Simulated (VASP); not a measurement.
A run of VASP 6.6.1 is set up as follows.

INCAR

```
PREC = Accurate
ENCUT = 520
EDIFF = 1E-7
ISMEAR = -1
SIGMA = 0.05
LREAL = Auto
LASPH = T
NELM = 100
ALGO = Normal
ISIF = 2
LWAVE = F
LCHARG = T
GGA = PS
LELF = T
LVHAR = T
NBANDS = 118
```

The input KPOINTS:

```
Automatic mesh
0
Gamma
  2 1 1
```

Contents of POSCAR:

```
K3Zn2Cl7
1.0
    7.1336680000      0.0000000000      0.0000000000
   -0.1169390000     11.0474920000      0.0000000000
   -3.3600140000     -5.3617990000      9.1859350000
K Zn Cl
6 4 14
Direct
    0.6175856122      0.0963590391      0.2324640878
    0.3955142636      0.9074716715      0.7699814989
    0.0489142106      0.7805733786      0.2007307911
    0.8952527953      0.2238018622      0.7814446760
    0.9143544661      0.6456990019      0.7505605036
    0.1674396141      0.3678963821      0.2943848394
    0.4983087593      0.6774015776      1.0179584332
    0.5559939323      0.3205591486     -0.0175921123
    0.3454254227      0.2898472568      0.6049248117
    0.6470263576      0.7192317502      0.4441246318
    0.4245518459      0.1762897906      0.7322281292
    0.6967246851      0.8020226718      0.2914020184
    0.1989882732      0.4821036058      0.6600090247
    0.6914134240      0.4829138399      0.3431659379
    0.6913897093      0.7987627178      0.9713763487
    0.3234898979      0.2151063913      0.0308079689
    0.8220814793      0.5011080959      1.0351913006
    0.3065223792      0.5063957944      0.0010450760
    0.2682307258      0.8390857438      1.0392954011
    0.8038753611      0.1709054697      0.0080340216
    0.6675586233      0.3103219477      0.5881382788
    0.3526067561      0.7481386019      0.4635673995
    0.1430874744      0.1211701394      0.3574595292
    0.8769558959      0.8663854549      0.6602049764
```

Potentials or basis: VASP PAW PBE potentials, release 64 (K_sv, Zn, Cl).

Run with:

```bash
$ cat potpaw_PBE.64/K_sv/POTCAR potpaw_PBE.64/Zn/POTCAR potpaw_PBE.64/Cl/POTCAR > POTCAR
$ mpirun -np 1 vasp_std > vasp.out
```

Q: Estimate the largest force.

A: 1.189 eV/Å.

Q: What does it give for the pressure?

A: -0.9 GPa.

Stress tensor (GPa, compression positive):
```
-0.73  0.10 -0.22
 0.10 -1.36 -0.37
-0.22 -0.37 -0.59
```

Caveat: the k points lie up to 0.68 Å⁻¹ apart; the PAW data sets were made with another functional, which shifts forces and pressure a little.
